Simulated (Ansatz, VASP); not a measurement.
**Ge: VASP beside Ansatz**

INCAR

```
SYSTEM = Ge
PREC = Accurate
ENCUT = 520
EDIFF = 1E-7
ISMEAR = 0
SIGMA = 0.15
LREAL = .False.
LASPH = .True.
NELM = 80
ALGO = Normal
ISIF = 2
LWAVE = .False.
LCHARG = .False.
GGA = PE
NBANDS = 21
```

Contents of KPOINTS:

```
regular mesh
0
Gamma
  14 14 14
  0 0 0
```

File POSCAR:

```
Ge
1.0
    0.0000000000      2.7934103750      2.8287700000
    2.8641296250      0.0000000000      2.8287700000
    2.8641296250      2.7934103750      0.0000000000
Ge
2
Direct
    0.5000000000      0.5000000000      0.5000000000
    0.7500000000      0.7500000000      0.7500000000
```

Input for Ansatz:

```yaml
crystal:
  lattice:
    - [0.0, 2.793410375, 2.82877]
    - [2.864129625, 0.0, 2.82877]
    - [2.864129625, 2.793410375, 0.0]
  atoms:
    - { symbol: Ge, position: [0.5, 0.5, 0.5] }
    - { symbol: Ge, position: [0.75, 0.75, 0.75] }
basis:
  ecutwfc: 420
kpoints:
  mp_grid: { grid: [14, 14, 14] }
hamiltonian:
  xc: pbe
scf:
  occupations: { method: gaussian, width: 0.15 }
output:
  forces: true
  stress: true
  eigenvalues: true
```

Change from the starting cell: strain +0.0125 x Voigt [1, -1, 0, 0, 0, 0], atoms carried along.

Alike in both runs: task single point; functional PBE; k mesh 14 × 14 × 14; occupations gaussian, width 0.15 eV; no spin polarisation.

```csv
,VASP,Ansatz
version,VASP 6.6.1,Ansatz 0.2.0
potentials or method,"VASP PAW PBE potentials, release 64 (Ge_d), cutoff 520 eV","scalar-relativistic, plane waves, PAW"
valence electrons in the cell,28,28
```

Ansatz gave:

```
gap on the k mesh at the Fermi level (eV)                     : 0.07
least direct gap on the mesh (eV)                             : 0.07
pressure (GPa)                                                : 3.7
traceless stress, the component that is largest in VASP (GPa) : -0.90
```

Task: What did VASP give for the same quantities?

Result: gap on the k mesh at the Fermi level (eV): 0.06; least direct gap on the mesh (eV): 0.06; pressure (GPa): 3.6; traceless stress, the component that is largest in VASP (GPa): -0.90.

With one functional, cell and mesh, what is left measures potentials, basis and numerics.
